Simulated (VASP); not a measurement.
Input of a VASP 6.6.1 run:

The input INCAR:

```
ALGO = Normal
EDIFF = 1E-6
ENCUT = 500
GGA = PE
GGA_COMPAT = F
ISIF = 2
ISMEAR = 0
LASPH = T
LCHARG = F
LREAL = F
LWAVE = F
NBANDS = 34
NELM = 120
PREC = Accurate
SIGMA = 0.2
```

KPOINTS

```
k-points
0
Gamma
  4 4 2
```

The input POSCAR:

```
Ga2As5
1.0
    5.5223049658      0.0000000000      0.0000000000
   -2.7611524829      4.7824563878      0.0000000000
    0.0000000000      0.0000000000     10.0781747738
Ga As
2 5
Direct
    0.0000000000      0.0000000000      0.2667874681
    0.0000000000      0.0000000000      0.7332125319
    0.5000000000      0.0000000000      0.0000000000
    0.0000000000      0.5000000000      0.0000000000
    0.5000000000      0.5000000000      0.0000000000
    0.0000000000      0.0000000000      0.0000000000
    0.0000000000      0.0000000000      0.5000000000
```

Potentials or basis: VASP PAW PBE potentials, release 64 (Ga_d, As).

Command:

```bash
$ cat potpaw_PBE.64/Ga_d/POTCAR potpaw_PBE.64/As/POTCAR > POTCAR
$ mpirun -np 1 vasp_std > vasp.out
```

Problem. Estimate the band gap on the k mesh.

Solution. Zero (an odd number of electrons rules out a gap without spin polarisation).

Problem. Predict the pressure.

Solution. 0.2 GPa.

Forces in eV/Å, atoms in the order of the input:
```
Ga   0.000  0.000  0.002
Ga   0.000  0.000 -0.002
As   0.000  0.000  0.000
As   0.000  0.000  0.000
As   0.000  0.000  0.000
As   0.000  0.000  0.000
As   0.000  0.000  0.000
```
